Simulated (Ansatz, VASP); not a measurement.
# One calculation of NaH, two programs

```
Na H
1.0
    -0.01198    2.38969    2.38969
     2.38969   -0.01198    2.38969
     2.38969    2.38969   -0.01198
Na H
1 1
Direct
  0.00000 0.00000 0.00000
  0.50000 0.50000 0.50000
```

Change from the starting cell: equal xy, yz and zx engineering shears of -0.5 %.

Alike in both runs: functional PBEsol; k mesh 8 × 8 × 8; no spin polarisation.

Ansatz relaxed the structure, and its values are those at the end. VASP's run is a single point on that final structure, the one shown.

|  | VASP | Ansatz |
| --- | --- | --- |
| version | VASP 6.6.1 | Ansatz 0.2.0 |
| potentials or method | VASP PAW PBE potentials, release 64 (Na_pv, H), cutoff 520 eV | all-electron LAPW, scalar-relativistic |
| occupations | gaussian, width 0.01 eV | fixed |

```tsv
	VASP	Ansatz	Ansatz less VASP
gap on the k mesh at the Fermi level (eV)	3.59	3.59	+0.002
pressure (GPa)	0.0	0.0	+0.02
```

VASP's potentials were made for PBE, not for PBEsol. Ansatz ran all-electron here, and VASP with PAW potentials.
